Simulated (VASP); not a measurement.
Write the native input for VASP 6.6.1 that does the following.

| Item | Value |
| --- | --- |
| Task | electric field gradients |
| Functional | r2SCAN |
| Dispersion | rVV10 |
| Potentials or basis | VASP PAW PBE potentials, release 64 (S, Be) |
| Cutoff | 580 eV |
| k mesh | 9 × 9 × 9 |
| Occupations | methfessel-paxton, width 0.1 eV |
| Spin | no spin polarisation |
| Dipole correction | no |
| Further INCAR settings | ALGO = Normal; EDIFF = 1e-08; NBANDS = 11 |

Crystal: BeS.

```
S Be
1.0
     0.00000    2.42500    2.42500
     2.42500    0.00000    2.42500
     2.42500    2.42500    0.00000
S Be
1 1
Direct
  0.25000 0.25000 0.25000
  0.00000 0.00000 0.00000
```

These files were run (other wordings do the same):

POSCAR

```
BeS
1.0
    0.0000000000      2.4250000000      2.4250000000
    2.4250000000      0.0000000000      2.4250000000
    2.4250000000      2.4250000000      0.0000000000
S Be
1 1
Direct
    0.2500000000      0.2500000000      0.2500000000
    0.0000000000      0.0000000000      0.0000000000
```

INCAR.step1

```
PREC = Accurate ; ENCUT = 580
ISMEAR = 1 ; SIGMA = 0.1
LREAL = F ; LASPH = T
NELM = 120 ; NBANDS = 11
GGA = PE ; ALGO = Normal
EDIFF = 1E-5 ; LWAVE = T
LCHARG = F ; GGA_COMPAT = F
```

INCAR.step2

```
PREC = Accurate ; ENCUT = 580
EDIFF = 1E-8 ; ISMEAR = 1
SIGMA = 0.1 ; LREAL = F
LASPH = T ; NELM = 120
ALGO = Normal ; ISIF = 2
LWAVE = F ; LCHARG = F
METAGGA = R2SCAN ; LMIXTAU = T
LUSE_VDW = T ; IVDW_NL = 2
BPARAM = 11.95 ; CPARAM = 0.0093
LEFG = T ; NBANDS = 11
ISTART = 1 ; GGA_COMPAT = F
```

KPOINTS

```
Automatic mesh
0
Gamma
  9 9 9
```

Potentials or basis: VASP PAW PBE potentials, release 64 (S, Be).

Launch:

```console
$ cat potpaw_PBE.64/S/POTCAR potpaw_PBE.64/Be/POTCAR > POTCAR
$ cp INCAR.step1 INCAR
$ mpirun -np 1 vasp_std > vasp.out
$ cp INCAR.step2 INCAR
$ mpirun -np 1 vasp_std > vasp.out
```

Results of the run:

```
Pressure                                : 0.9 GPa
Band gap on the k mesh                  : 3.62 eV (least direct gap 6.24 eV)
Largest electric field gradient by atom : zero within the noise of the run
```

Caveat: the PAW data sets were made with another functional, which shifts forces and pressure a little; an odd mesh through Γ misses points on the zone boundary, where band edges can lie.

Run time: 2.5 min on 1 thread of Intel(R) Xeon(R) Platinum 8375C CPU @ 2.90GHz (Ice Lake), with other jobs on the host, peak memory 0.26 GiB.
